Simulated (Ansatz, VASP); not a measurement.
**One calculation of CdAu, two programs**

```
Cd Au
1.0
     3.17743    0.00000    0.00000
    -1.58871    2.75173    0.00000
     0.00000    0.00000    4.35249
Cd Au
1 1
Direct
  0.00000 0.00000 0.00000
  0.33333 0.66667 0.50000
```

Alike in both runs: task single point; functional LDA; k mesh 21 × 21 × 12; occupations gaussian, width 0.15 eV; no spin polarisation.

|  | VASP | Ansatz |
| --- | --- | --- |
| version | VASP 6.6.1 | Ansatz 0.2.0 |
| potentials or method | VASP PAW LDA potentials, release 64 (Cd, Au), cutoff 520 eV | scalar-relativistic, plane waves, PAW |
| valence electrons in the cell | 23 | 39 |

Ansatz gave:

| Item | Value |
| --- | --- |
| gap on the k mesh at the Fermi level (eV) | none |
| pressure (GPa) | -5.6 |
| traceless stress, the component that is largest in VASP (GPa) | 0.67 |

Question: Estimate VASP's values.

Answer: gap on the k mesh at the Fermi level (eV): none; pressure (GPa): -4.8; traceless stress, the component that is largest in VASP (GPa): 1.12.

LDA's correlation is that of Perdew and Zunger in VASP and of Perdew and Wang (1992) in Ansatz. A gap of «none» marks a metal or a gap that the smearing closes. VASP's potentials hold 23 valence electrons a cell and Ansatz's 39, so a difference there can come from the potentials and not from the codes.

Neither program's run includes spin-orbit coupling.
